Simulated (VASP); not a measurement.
Runs of VASP 6.6.1 on In3Se. The structure is cubic, space group Pm-3m (No. 221). Conventional cell: a = 4.804 Å, b = 4.804 Å, c = 4.804 Å, α = 90.00°, β = 90.00°, γ = 90.00°. In (site symmetry 4/mmm) has 8 In at 3.40 Å and 4 Se at 3.40 Å within 4.5 Å. Se (site symmetry m-3m) has 12 In at 3.40 Å within 4.5 Å. 

| level | potentials or basis | k mesh | cutoff (eV) | gap on the mesh (eV) | pressure (GPa) |
| --- | --- | --- | --- | --- | --- |
| LDA | VASP PAW LDA potentials, release 64 (In_d, Se) | 10 × 10 × 10 | 520 | none | (a) |
| PBEsol | VASP PAW PBE potentials, release 64 (In_d, Se) | 6 × 6 × 6, shifted | 500 | none | -3.1 |
| PBEsol | VASP PAW PBE potentials, release 64 (In_d, Se) | 4 × 4 × 4, shifted | 500 | none | -3.6 |
| PBEsol | VASP PAW PBE potentials, release 64 (In_d, Se) | 8 × 8 × 8, shifted | 500 | none | -3.0 |

Alike in all rows: task single point; no spin polarisation; cell as given; smearing gaussian 0.1 eV.

Problem. Estimate the missing entries.

Solution. (a) -4.3.

Caveats: the cell stands under tension; spin-orbit coupling is left out, which moves the levels of the heavy elements; the PAW data sets were made with another functional, which shifts forces and pressure a little (at least some runs).

A k mesh can miss the band edges, and the runs leave out spin-orbit coupling on In, Se.

A gap of «none» marks levels without a gap at the run's occupations.
